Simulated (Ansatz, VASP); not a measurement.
Na: VASP beside Ansatz

INCAR

```
PREC     = Accurate       # precision mode
ENCUT    = 520            # plane-wave cutoff, eV
EDIFF    = 1E-6           # SCF threshold, eV
ISMEAR   = 0              # smearing method
SIGMA    = 0.15           # smearing width, eV
LREAL    = F              # projectors in reciprocal space
LASPH    = T              # aspherical terms in the spheres
NELM     = 80             # most SCF steps
ALGO     = Fast           # electronic algorithm
ISIF     = 2              # what is computed and relaxed
LWAVE    = F              # write WAVECAR
LCHARG   = F              # write CHGCAR
GGA      = CA             # functional
NBANDS   = 10             # bands
```

The input KPOINTS:

```
regular mesh
0
Gamma
  18 18 18
```

The input POSCAR:

```
Na
1.0
   -1.8525000000      1.8525000000      2.3387000000
    1.8525000000     -1.8525000000      2.3387000000
    1.8525000000      1.8525000000     -2.3387000000
Na
1
Direct
    0.0000000000      0.0000000000      0.0000000000
```

Input for Ansatz:

```yaml
crystal:
  lattice:
    - [-1.8525, 1.8525, 2.3387]
    - [1.8525, -1.8525, 2.3387]
    - [1.8525, 1.8525, -2.3387]
  atoms:
    - { symbol: Na, position: [0.0, 0.0, 0.0] }
basis:
  ecutwfc: 520.0
kpoints:
  mp_grid: { grid: [18, 18, 18] }
hamiltonian:
  xc: lda
  pseudopotentials: { kind: paw }
scf:
  occupations: { method: gaussian, width: 0.15 }
output:
  forces: true
  stress: true
  eigenvalues: true
```

Alike in both runs: task single point; functional LDA; k mesh 18 × 18 × 18; occupations gaussian, width 0.15 eV; no spin polarisation.

|  | VASP | Ansatz |
| --- | --- | --- |
| version | VASP 6.6.1 | Ansatz 0.2.0 |
| potentials or method | VASP PAW LDA potentials, release 64 (Na_pv), cutoff 520 eV | scalar-relativistic, plane waves, PAW |
| valence electrons in the cell | 7 | 9 |

Ansatz gave:

```
gap on the k mesh at the Fermi level (eV) : none
pressure (GPa)                            : 0.4
```

Task: Which values does VASP return?

Result: gap on the k mesh at the Fermi level (eV): none; pressure (GPa): 0.2.

LDA's correlation is that of Perdew and Zunger in VASP and of Perdew and Wang (1992) in Ansatz. A gap of «none» marks a metal or a gap that the smearing closes. VASP's potentials hold 7 valence electrons a cell and Ansatz's 9, so a difference there can come from the potentials and not from the codes.
